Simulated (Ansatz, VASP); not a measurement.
One calculation of Ag, two programs

```
CELL_PARAMETERS angstrom
2.88620 0.00000 0.00000
-1.44310 2.49952 0.00000
0.00000 0.00000 10.00000
ATOMIC_POSITIONS crystal
Ag 0.33333 0.66667 0.25000
Ag 0.66667 0.33333 0.75000
Ag 0.00000 0.00000 0.00000
Ag 0.00000 0.00000 0.50000
```

Alike in both runs: task electric field gradients; functional LDA; k mesh 14 × 14 × 4; occupations fermi-dirac, width 0.08 eV; no spin polarisation.

|  | VASP | Ansatz |
| --- | --- | --- |
| version | VASP 6.6.1 | Ansatz 0.2.0 |
| potentials or method | VASP PAW LDA potentials, release 64 (Ag) | PAW with Ansatz's default frozen-core files, scalar-relativistic |
| plane-wave cutoff (eV) | 520 | 420 |
| valence electrons in the cell | 44 | 76 |

|  | VASP | Ansatz | Ansatz less VASP |
| --- | --- | --- | --- |
| pressure (GPa) | -11.1 | -11.2 | -0.15 |
| traceless stress, the component that is largest in VASP (GPa) | -2.49 | -2.45 | +0.034 |
| size of Vzz on the site where it differs most (V/Å²) | 10.0 | 4.1 | -5.94 |

LDA's correlation is that of Perdew and Zunger in VASP and of Perdew and Wang (1992) in Ansatz. VASP's potentials hold 44 valence electrons a cell and Ansatz's 76, so a difference there can come from the potentials and not from the codes.
